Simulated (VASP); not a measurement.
Wanted: the native input for a VASP 6.6.1 run.

```yaml
Task: single point
Functional: PBEsol
Potentials_or_basis: VASP PAW PBE potentials, release 64 (Au)
Cutoff: 520 eV
k_mesh: 26 × 26 × 26
Occupations: gaussian, width 0.15 eV
Spin: no spin polarisation
Dipole_correction: no
Further_INCAR_settings: ALGO = Fast; EDIFF = 1e-07; NBANDS = 12
```

The structure of Au lies in POSCAR:

```
Au
1.0
   -1.6210733944      1.6210733944      1.5400197247
    1.6210733944     -1.6210733944      1.5400197247
    1.6210733944      1.6210733944     -1.5400197247
Au
1
Direct
    0.0000000000      0.0000000000      0.0000000000
```

This cell differs from its parent crystal: strain +0.000 along x and y, -0.050 along z.

The input as run:

INCAR

```
SYSTEM = Au
ALGO = Fast
EDIFF = 1E-7
ENCUT = 520
GGA = PS
ISIF = 2
ISMEAR = 0
LASPH = .True.
LCHARG = .True.
LELF = .True.
LREAL = .False.
LVHAR = .True.
LWAVE = .False.
NBANDS = 12
NELM = 100
PREC = Accurate
SIGMA = 0.15
```

KPOINTS

```
k-points
0
Gamma
  26 26 26
  0 0 0
```

Potentials or basis: VASP PAW PBE potentials, release 64 (Au).

The run is started by

```console
$ cat potpaw_PBE.64/Au/POTCAR > POTCAR
$ mpirun -np 1 vasp_std > vasp.out
```

Results of the run:

```json
{"Pressure": "10.2 GPa", "Band gap on the k mesh": "zero (an odd number of electrons rules out a gap without spin polarisation)"}
```

Caveat: the cell differs from its parent crystal (strain +0.000 along x and y, -0.050 along z); the cell stands under pressure; the PAW data sets were made with another functional, which shifts forces and pressure a little; spin-orbit coupling is left out, which moves the levels of the heavy elements.

Run time: 4.7 min on 1 thread of Intel Xeon 8259CL, on a shared host, peak memory 0.36 GiB.
